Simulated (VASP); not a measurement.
# InP (F-43m) in VASP: dielectric tensor with PBE

Aim: the dielectric tensor of InP with PBE.

Everything below comes from runs of VASP 6.6.1. Logs are shortened: lines on timing, memory, paths and dates and some standing lists are left out, and cuts for length are marked.

## 1. The cell of the first run

Symmetry: F-43m, No. 216, cubic system. Conventional cell: a = 5.908 Å, b = 5.908 Å, c = 5.908 Å, α = 90.00°, β = 90.00°, γ = 90.00°. In (site symmetry -43m) has 4 P at 2.56 Å within 3.4 Å. Within 3.4 Å of P (site symmetry -43m) lie 4 In at 2.56 Å.

## 2. Dielectric tensor, PBE

The input, INCAR:

```
PREC = Accurate
ENCUT = 520
EDIFF = 1E-8
ISMEAR = 0
SIGMA = 0.01
LREAL = False
LASPH = True
NELM = 60
ALGO = Normal
ISIF = 2
LWAVE = False
LCHARG = False
GGA = PE
LEPSILON = True
```

The input, KPOINTS:

```
regular mesh
0
Gamma
  6 6 6
```

The input, POSCAR:

```
InP
1.0
    0.0000000000      2.9537876370      2.9537876370
    2.9537876370      0.0000000000      2.9537876370
    2.9537876370      2.9537876370      0.0000000000
In P
1 1
Direct
    0.0000000000      0.0000000000      0.0000000000
    0.2500000000      0.2500000000      0.2500000000
```

Potentials or basis: VASP PAW PBE potentials, release 64 (In_d, P).

Command:

```console
$ cat potpaw_PBE.64/In_d/POTCAR potpaw_PBE.64/P/POTCAR > POTCAR
$ mpirun -np 1 vasp_std > vasp.out
```

OUTCAR:

```text
PREC = Accurate
   ENCUT = 520
   EDIFF = 1E-8
   ISMEAR = 0
   LREAL = False
   LASPH = True
   NELM = 60
   ISIF = 2
   GGA = PE
   LEPSILON = True

 ion  position               nearest neighbor table
   1  0.000  0.000  0.000-   2 2.56   2 2.56   2 2.56   2 2.56
   2  0.250  0.250  0.250-   1 2.56   1 2.56   1 2.56   1 2.56

  LATTYP: Found a face centered cubic cell.
 ALAT       =     5.9075752740

  Lattice vectors:

 A1 = (   0.0000000000,   2.9537876370,   2.9537876370)
 A2 = (   2.9537876370,   0.0000000000,   2.9537876370)
 A3 = (   2.9537876370,   2.9537876370,   0.0000000000)

Analysis of symmetry for initial positions (statically):
=====================================================================
 Subroutine PRICEL returns:
 Original cell was already a primitive cell.

 Routine SETGRP: Setting up the symmetry group for a
 face centered cubic supercell.

 Subroutine GETGRP returns: Found 24 space group operations
 (whereof 24 operations were pure point group operations)
 out of a pool of 48 trial point group operations.

The static configuration has the point symmetry T_d .

Analysis of symmetry for dynamics (positions and initial velocities):
=====================================================================
 Subroutine PRICEL returns:
 Original cell was already a primitive cell.

 Routine SETGRP: Setting up the symmetry group for a
 face centered cubic supercell.

 Subroutine GETGRP returns: Found 24 space group operations
 (whereof 24 operations were pure point group operations)
 out of a pool of 48 trial point group operations.

The dynamic configuration has the point symmetry T_d .

 Subroutine INISYM returns: Found 24 space group operations
 (whereof 24 operations are pure point group operations),
 and found     1 'primitive' translations

----------------------------------------------------------------------------------------

                                     Primitive cell

  volume of cell :      51.5428

  direct lattice vectors                    reciprocal lattice vectors
     0.000000000  2.953787637  2.953787637    -0.169274187  0.169274187  0.169274187
     2.953787637  0.000000000  2.953787637     0.169274187 -0.169274187  0.169274187
     2.953787637  2.953787637  0.000000000     0.169274187  0.169274187 -0.169274187

  length of vectors
     4.177286537  4.177286537  4.177286537     0.293191492  0.293191492  0.293191492

  position of ions in fractional coordinates (direct lattice)
     0.000000000  0.000000000  0.000000000
     0.250000000  0.250000000  0.250000000

  ion indices of the primitive-cell ions
   primitive index   ion index
                 1           1
                 2           2

----------------------------------------------------------------------------------------

 KPOINTS: regular mesh

Automatic generation of k-mesh.
 Grid dimensions read from file:
 generate k-points for:    6    6    6

 Generating k-lattice:

  Cartesian coordinates                     Fractional coordinates (reciprocal lattice)
    -0.028212364  0.028212364  0.028212364     0.166666667  0.000000000  0.000000000
     0.028212364 -0.028212364  0.028212364     0.000000000  0.166666667  0.000000000
     0.028212364  0.028212364 -0.028212364     0.000000000  0.000000000  0.166666667

  Length of vectors
     0.048865249  0.048865249  0.048865249

  Shift w.r.t. Gamma in fractional coordinates (k-lattice)
     0.000000000  0.000000000  0.000000000

 Subroutine IBZKPT returns following result:
 ===========================================

 Found     16 irreducible k-points:

 Following reciprocal coordinates:
            Coordinates               Weight
  0.000000  0.000000  0.000000      1.000000
  0.166667  0.000000  0.000000      8.000000
[... 64 lines left out ...]
 Gauss-broadening in eV      SIGMA  =   0.01
  energy-cutoff  :      520.00
  volume of cell :       51.54
 maximum number of plane-waves:      1411
   NGX = 15   NGY = 15   NGZ = 15

--------------------------------------- Ionic step        1  -------------------------------------------

 number of electron      18.0000009 magnetization

 E-fermi :   5.0444     XC(G=0):  -9.1750

 val. band max:        4.9390942381   @ k =   0.0000   0.0000   0.0000
 cond. band min:       5.5193202522   @ k =   0.0000   0.0000   0.0000
 fundamental gap:      0.5802260142
 Fermi energy:         5.0443795377

 k-point     1 :       0.0000    0.0000    0.0000
  band No.  band energies     occupation
      1      -9.2092      2.00000
      2      -9.2092      2.00000
      3      -9.2092      2.00000
      4      -9.0691      2.00000
      5      -9.0691      2.00000
      6      -6.4189      2.00000
      7       4.9391      2.00000
      8       4.9391      2.00000
      9       4.9391      2.00000
     10       5.5193      0.00000
     11       9.0263      0.00000
     12       9.0263      0.00000
     13       9.0263      0.00000
[... 226 lines left out ...]
  band No.  band energies     occupation
      1      -9.3571      2.00000
      2      -9.1427      2.00000
      3      -9.1200      2.00000
      4      -9.0948      2.00000
      5      -9.0488      2.00000
      6      -4.0907      2.00000
      7      -0.6066      2.00000
      8       2.2259      2.00000
      9       2.2554      2.00000
     10       8.2261      0.00000
     11       8.5122      0.00000
     12      11.6605      0.00000
     13      11.9679      0.00000

  FORCE on cell =-STRESS in cart. coord.  units (eV):
  Direction    XX          YY          ZZ          XY          YZ          ZX
  --------------------------------------------------------------------------------------
  -------------------------------------------------------------------------------------
  Total        0.5143366      0.5143366      0.5143366      0.0000000      0.0000000     -0.0000000
  in kB       15.9878568     15.9878568     15.9878568      0.0000000      0.0000000     -0.0000000
  external PRESSURE =      15.9878568 kB  Pullay stress =       0.0000000 kB

 VOLUME and BASIS-vectors are now :
 -----------------------------------------------------------------------------
  energy-cutoff  :      520.00
  volume of cell :       51.54
      direct lattice vectors                 reciprocal lattice vectors
     0.000000000  2.953787637  2.953787637    -0.169274187  0.169274187  0.169274187
     2.953787637  0.000000000  2.953787637     0.169274187 -0.169274187  0.169274187
     2.953787637  2.953787637  0.000000000     0.169274187  0.169274187 -0.169274187

 POSITION                                       TOTAL-FORCE (eV/Angst)
 -----------------------------------------------------------------------------------
      0.00000      0.00000      0.00000         0.000000      0.000000      0.000000
      1.47689      1.47689      1.47689        -0.000000     -0.000000     -0.000000
 -----------------------------------------------------------------------------------
    total drift:                               -0.000000     -0.000000     -0.000000

  FREE ENERGIE OF THE ION-ELECTRON SYSTEM (eV)
  ---------------------------------------------------
  free  energy   TOTEN  =        -8.3886979861 eV

  energy  without entropy=       -8.3886979861  energy(sigma->0) =       -8.38869799

 HEAD OF MICROSCOPIC STATIC DIELECTRIC TENSOR (INDEPENDENT PARTICLE, excluding Hartree and local field effects)
 ------------------------------------------------------
          28.096860     0.000000     0.000000
           0.000000    28.096860    -0.000000
           0.000000     0.000000    28.096860
 ------------------------------------------------------

 Free energy of the ion-electron system (eV)
  ---------------------------------------------------
  ---------------------------------------------------
  free energy    TOTEN  =        -4.01621143 eV

  energy without entropy =       -4.01621143

------------------------ aborting loop because EDIFF is reached ----------------------------------------

--------------------------------------- Ionic step        2  -------------------------------------------

------------------------ aborting loop because EDIFF is reached ----------------------------------------

--------------------------------------- Ionic step        3  -------------------------------------------

 Free energy of the ion-electron system (eV)
  ---------------------------------------------------
  ---------------------------------------------------
  free energy    TOTEN  =        -4.01621272 eV

  energy without entropy =       -4.01621272

------------------------ aborting loop because EDIFF is reached ----------------------------------------

 PIEZOELECTRIC TENSOR FIELD DIRECTION 3  (e Angst)
 -----------------------------------------------------------------------------
    -0.00027 -3.37862  0.00000           (  0.00000 -0.02684  0.00000)
    -3.37862 -0.00027  0.00000           ( -0.02684  0.00000  0.00000)
     0.00000  0.00000 -0.00103           (  0.00000  0.00000 -0.00000)

 PIEZOELECTRIC TENSOR FIELD DIRECTION 3  (C/m^2)
 -----------------------------------------------------------------------------
    -0.00008 -1.05022  0.00000
    -1.05022 -0.00008  0.00000
     0.00000  0.00000 -0.00032

 MACROSCOPIC STATIC DIELECTRIC TENSOR (including local field effects in DFT)
 ------------------------------------------------------
          27.833212    -0.000000    -0.000000
           0.000000    27.833212    -0.000000
           0.000000     0.000000    27.833212
 ------------------------------------------------------

 PIEZOELECTRIC TENSOR (including local field effects)  for field in x, y, z        (e  Angst)
          XX          YY          ZZ          XY          YZ          ZX
  --------------------------------------------------------------------------------
  x     0.00000     0.00000    -0.00000     0.00000    -3.39274     0.00000
  y    -0.00000     0.00000    -0.00000     0.00000     0.00000    -3.39274
  z    -0.00000    -0.00000     0.00000    -3.39274    -0.00000     0.00000

 PIEZOELECTRIC TENSOR (including local field effects)  for field in x, y, z        (C/m^2)
          XX          YY          ZZ          XY          YZ          ZX
  --------------------------------------------------------------------------------
  x     0.00000     0.00000    -0.00000     0.00000    -1.05461     0.00000
  y    -0.00000     0.00000    -0.00000     0.00000     0.00000    -1.05461
  z    -0.00000    -0.00000     0.00000    -1.05461    -0.00000     0.00000

 BORN EFFECTIVE CHARGES (including local field effects) (in |e|, cummulative output)
 ---------------------------------------------------------------------------------
 ion    1
    1     2.92860     0.00000     0.00000
    2     0.00000     2.92860    -0.00000
    3     0.00000     0.00000     2.92860
 ion    2
    1    -2.92860    -0.00000    -0.00000
    2    -0.00000    -2.92860     0.00000
    3    -0.00000    -0.00000    -2.92860
```

Wall time 4.2 min (1 thread of Intel Xeon 6975P-C, shared host); peak memory 0.25 GiB.

What came out:

```
Band gap on the k mesh                  : 0.58 eV, direct
Electronic dielectric tensor (diagonal) : 27.83
Born charges (mean of the diagonal)     : In +2.93; P -2.93 e
```

Levels at points of the mesh, in eV from the valence-band top:
```csv
k point,band 5,band 6,band 7,band 8,band 9,band 10,band 11,band 12,band 13
"(0.00, 0.00, 0.00)",-14.01,-11.36,0.00,0.00,0.00,0.58,4.09,4.09,4.09
"(0.50, 0.00, 0.00)",-14.00,-9.71,-5.61,-0.94,-0.94,1.44,4.80,4.80,7.05
"(0.50, 0.50, 0.00)",-13.98,-9.08,-5.65,-2.24,-2.24,1.80,2.26,9.07,9.43
```

Electronic dielectric tensor:
```
27.83  0.00  0.00
 0.00 27.83  0.00
 0.00  0.00 27.83
```

Born effective charge tensors (e):
atom 1, In
```
2.93 0.00 0.00
0.00 2.93 0.00
0.00 0.00 2.93
```
atom 2, P
```
-2.93  0.00  0.00
 0.00 -2.93  0.00
 0.00  0.00 -2.93
```

Caveat: the gap is small at this level, which inflates the dielectric constant; spin-orbit coupling is left out, which moves the levels of the heavy elements.
